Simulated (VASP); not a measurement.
# NaCl (Pm-3m) in VASP: notebook

The runs below take NaCl through electric field gradients, with PBEsol.

Everything below comes from runs of VASP 6.6.1. Logs are shortened: lines on timing, memory, paths and dates and some standing lists are left out, and cuts for length are marked.

## (1) The cell of the first run

It takes space group Pm-3m (No. 221, cubic). The conventional cell has a = 2.860 Å, b = 2.860 Å, c = 2.860 Å, α = 90.00°, β = 90.00°, γ = 90.00°. Na (site symmetry m-3m) has 8 Cl at 2.48 Å and 6 Na at 2.86 Å within 3.3 Å. Cl (site symmetry m-3m) has 8 Na at 2.48 Å and 6 Cl at 2.86 Å within 3.3 Å.

## (2) Electric field gradients, PBEsol

Contents of INCAR:

```
SYSTEM = NaCl
PREC = Accurate
ENCUT = 400
EDIFF = 1E-8
ISMEAR = -1
SIGMA = 0.02
LREAL = .FALSE.
LASPH = .TRUE.
NELM = 120
ALGO = Normal
ISIF = 2
LWAVE = .FALSE.
LCHARG = .FALSE.
GGA = PS
LEFG = .TRUE.
NBANDS = 14
GGA_COMPAT = .FALSE.
```

Contents of KPOINTS:

```
regular mesh
0
G
  8 8 8
  0 0 0
```

Contents of POSCAR:

```
NaCl
1.0
    2.8600000000      0.0000000000      0.0000000000
    0.0000000000      2.8600000000      0.0000000000
    0.0000000000      0.0000000000      2.8600000000
Na Cl
1 1
Direct
    0.0000000000      0.0000000000      0.0000000000
    0.5000000000      0.5000000000      0.5000000000
```

Potentials or basis: VASP PAW PBE potentials, release 64 (Na_pv, Cl).

On the command line:

```sh
$ cat potpaw_PBE.64/Na_pv/POTCAR potpaw_PBE.64/Cl/POTCAR > POTCAR
$ mpirun -np 1 vasp_std > vasp.out
```

OUTCAR:

```text
SYSTEM = NaCl
   PREC = Accurate
   ENCUT = 400
   EDIFF = 1E-8
   ISMEAR = -1
   LREAL = .FALSE.
   LASPH = .TRUE.
   NELM = 120
   ISIF = 2
   GGA = PS

 ion  position               nearest neighbor table
   1  0.000  0.000  0.000-   2 2.48   2 2.48   2 2.48   2 2.48   2 2.48   2 2.48   2 2.48   2 2.48

   2  0.500  0.500  0.500-   1 2.48   1 2.48   1 2.48   1 2.48   1 2.48   1 2.48   1 2.48   1 2.48

  LATTYP: Found a simple cubic cell.
 ALAT       =     2.8600000000

  Lattice vectors:

 A1 = (   2.8600000000,   0.0000000000,   0.0000000000)
 A2 = (   0.0000000000,   2.8600000000,   0.0000000000)
 A3 = (   0.0000000000,   0.0000000000,   2.8600000000)

Analysis of symmetry for initial positions (statically):
=====================================================================
 Subroutine PRICEL returns:
 Original cell was already a primitive cell.

 Routine SETGRP: Setting up the symmetry group for a
 simple cubic supercell.

 Subroutine GETGRP returns: Found 48 space group operations
 (whereof 48 operations were pure point group operations)
 out of a pool of 48 trial point group operations.

The static configuration has the point symmetry O_h .

Analysis of symmetry for dynamics (positions and initial velocities):
=====================================================================
 Subroutine PRICEL returns:
 Original cell was already a primitive cell.

 Routine SETGRP: Setting up the symmetry group for a
 simple cubic supercell.

 Subroutine GETGRP returns: Found 48 space group operations
 (whereof 48 operations were pure point group operations)
 out of a pool of 48 trial point group operations.

The dynamic configuration has the point symmetry O_h .

 Subroutine INISYM returns: Found 48 space group operations
 (whereof 48 operations are pure point group operations),
 and found     1 'primitive' translations

----------------------------------------------------------------------------------------

                                     Primitive cell

  volume of cell :      23.3937

  direct lattice vectors                    reciprocal lattice vectors
     2.860000000  0.000000000  0.000000000     0.349650350  0.000000000  0.000000000
     0.000000000  2.860000000  0.000000000     0.000000000  0.349650350  0.000000000
     0.000000000  0.000000000  2.860000000     0.000000000  0.000000000  0.349650350

  length of vectors
[... 138 lines left out ...]
  band No.  band energies     occupation
      1     -15.8175      2.00000
      2     -15.8175      2.00000
      3     -15.8175      2.00000
      4     -10.2447      2.00000
      5       5.4859      2.00000
      6       5.4859      2.00000
      7       5.4859      2.00000
      8      13.2589      0.00000
      9      13.2589      0.00000
     10      13.9590      0.00000
     11      24.6021      0.00000
     12      24.6021      0.00000
     13      24.6021      0.00000
     14      29.0613      0.00000
[... 377 lines left out ...]
      1     -16.0969      2.00000
      2     -16.0297      2.00000
      3     -15.7934      2.00000
      4      -7.7996      2.00000
      5       1.1653      2.00000
      6       1.9691      2.00000
      7       5.7130      2.00000
      8      11.9221      0.00000
      9      17.2870      0.00000
     10      17.7904      0.00000
     11      18.7580      0.00000
     12      23.8945      0.00000
     13      24.3462      0.00000
     14      28.3749      0.00000

 [... further k-points ...]

------------------------ aborting loop because EDIFF is reached ----------------------------------------

  FORCE on cell =-STRESS in cart. coord.  units (eV):
  Direction    XX          YY          ZZ          XY          YZ          ZX
  --------------------------------------------------------------------------------------
  -------------------------------------------------------------------------------------
  Total        8.7206998      8.7206998      8.7206998      0.0000000      0.0000000      0.0000000
  in kB      597.2605392    597.2605392    597.2605392      0.0000000      0.0000000      0.0000000
  external PRESSURE =     597.2605392 kB  Pullay stress =       0.0000000 kB

 VOLUME and BASIS-vectors are now :
 -----------------------------------------------------------------------------
  energy-cutoff  :      400.00
  volume of cell :       23.39
      direct lattice vectors                 reciprocal lattice vectors
     2.860000000  0.000000000  0.000000000     0.349650350  0.000000000  0.000000000
     0.000000000  2.860000000  0.000000000     0.000000000  0.349650350  0.000000000
     0.000000000  0.000000000  2.860000000     0.000000000  0.000000000  0.349650350

 POSITION                                       TOTAL-FORCE (eV/Angst)
 -----------------------------------------------------------------------------------
      0.00000      0.00000      0.00000         0.000000      0.000000      0.000000
      1.43000      1.43000      1.43000         0.000000      0.000000      0.000000
 -----------------------------------------------------------------------------------
    total drift:                                0.000000      0.000000      0.000000

  FREE ENERGIE OF THE ION-ELECTRON SYSTEM (eV)
  ---------------------------------------------------
  free  energy   TOTEN  =        -4.7774088202 eV

  energy  without entropy=       -4.7774088202  energy(sigma->0) =       -4.77740882

 Electric field gradients (V/A^2)
---------------------------------------------------------------------
 ion       V_xx      V_yy      V_zz      V_xy      V_xz      V_yz
---------------------------------------------------------------------
   1      -0.000    -0.000    -0.000    -0.000    -0.000     0.000
   2      -0.000     0.000    -0.000     0.000    -0.000     0.000
---------------------------------------------------------------------

 Electric field gradients after diagonalization (V/A^2)
 (convention: |V_zz| > |V_xx| > |V_yy|)
----------------------------------------------------------------------
 ion       V_xx      V_yy      V_zz     asymmetry (V_yy - V_xx)/ V_zz
----------------------------------------------------------------------
   1      -0.000    -0.000    -0.000      -0.727
   2       0.000    -0.000    -0.000       0.496
----------------------------------------------------------------------

           NMR quadrupolar parameters

 Cq : quadrupolar parameter    Cq=e*Q*V_zz/h
 eta: asymmetry parameters     (V_yy - V_xx)/ V_zz
 Q  : nuclear electric quadrupole moment in mb (millibarn)
----------------------------------------------------------------------
 ion       Cq(MHz)       eta       Q (mb)
----------------------------------------------------------------------
   1      -0.000      -0.727       1.000
   2      -0.000       0.496       1.000
----------------------------------------------------------------------
```

OSZICAR:

```text
N       E                     dE             d eps       ncg     rms          rms(c)
DAV:   1     0.894357263566E+02    0.89436E+02   -0.62116E+03  1028   0.102E+03
DAV:   2    -0.531591451089E+00   -0.89967E+02   -0.83173E+02  1130   0.279E+02
DAV:   3    -0.501467702627E+01   -0.44831E+01   -0.44658E+01  1250   0.584E+01
DAV:   4    -0.505987192371E+01   -0.45195E-01   -0.45187E-01  1124   0.613E+00
DAV:   5    -0.506052206183E+01   -0.65014E-03   -0.65012E-03  1304   0.739E-01    0.595E+00
DAV:   6    -0.482717907026E+01    0.23334E+00   -0.19843E-01  1390   0.655E+00    0.385E+00
DAV:   7    -0.477954213560E+01    0.47637E-01   -0.10922E-01  1454   0.390E+00    0.165E+00
DAV:   8    -0.477752455907E+01    0.20176E-02   -0.88428E-03  1124   0.110E+00    0.254E-01
DAV:   9    -0.477740424808E+01    0.12031E-03   -0.27216E-04  1310   0.295E-01    0.484E-02
DAV:  10    -0.477740832926E+01   -0.40812E-05   -0.23997E-05  1288   0.991E-02    0.775E-03
DAV:  11    -0.477740869816E+01   -0.36890E-06   -0.43421E-06  1190   0.262E-02    0.615E-03
DAV:  12    -0.477740880588E+01   -0.10772E-06   -0.23109E-07  1202   0.439E-03    0.106E-03
DAV:  13    -0.477740884202E+01   -0.36145E-07   -0.23684E-08  1166   0.101E-03    0.861E-04
DAV:  14    -0.477740882162E+01    0.20398E-07   -0.11251E-09   772   0.280E-04    0.746E-05
DAV:  15    -0.477740882020E+01    0.14199E-08   -0.12659E-10   688   0.957E-05
   1 F= -.47774088E+01 E0= -.47774088E+01  d E =-.649824E-11
```

Run time: 4 s. Hardware: 1 thread of Intel Xeon 6975P-C (Granite Rapids), shared host; peak memory 0.12 GiB.

Results:

```yaml
Free_energy: -4.7774 eV
Pressure: 59.7 GPa
Band_gap_on_the_k_mesh: 4.20 eV, direct
```

Caveat: without QUAD_EFG the Cq values of the log hold for a quadrupole moment of 1 mb, not for the nuclei; the PAW data sets were made with another functional, which shifts forces and pressure a little. A k mesh can miss the band edges.

(Part 1 of 2 ends here.)
